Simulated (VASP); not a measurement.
# Ni: single point with LDA

Crystal: Ni.

```
Ni
1.0
     0.00000    2.46990    2.46990
     2.46990    0.00000    2.46990
     2.46990    2.46990    0.00000
Ni
2
Cartesian
  0.6175 0.6175 0.6175
  4.3223 4.3223 4.3223
```

This isn't the form of Ni at room conditions, which is fcc.

```json
{
 "Program": "VASP 6.6.1",
 "Task": "single point",
 "Functional": "LDA",
 "Potentials or basis": "VASP PAW LDA potentials, release 64 (Ni)",
 "Cutoff": "520 eV",
 "k mesh": "11 × 11 × 11",
 "Occupations": "fermi-dirac, width 0.05 eV",
 "Spin": "collinear spin, antiferromagnetic start",
 "Starting moments": "[0.8, -0.8] μB"
}
```

The pressure is -0.7 GPa, the band gap on the k mesh is zero (filled and empty bands overlap) and the net moment is 0.00 μB per cell. The valence electrons inside the program's atomic spheres are Ni 9.36.

Levels at points of the mesh, in eV from the Fermi level:
Spin up:
| k point | band 6 | band 7 | band 8 | band 9 | band 10 | band 11 | band 12 | band 13 | band 14 | band 15 |
| --- | --- | --- | --- | --- | --- | --- | --- | --- | --- | --- |
| (0.00, 0.00, 0.00) | -2.85 | -1.22 | -1.22 | -1.22 | -0.07 | -0.07 | 12.75 | 12.75 | 12.75 | 13.21 |
Spin down:
```csv
k point,band 6,band 7,band 8,band 9,band 10,band 11,band 12,band 13,band 14,band 15
"(0.00, 0.00, 0.00)",-2.85,-1.22,-1.22,-1.22,-0.07,-0.07,12.75,12.75,12.75,13.21
```

Wall time 76 s on 1 thread of Intel Xeon 8259CL (shared host), peak memory 0.18 GiB.

Caveat: the moments typed at the start vanished in this run.
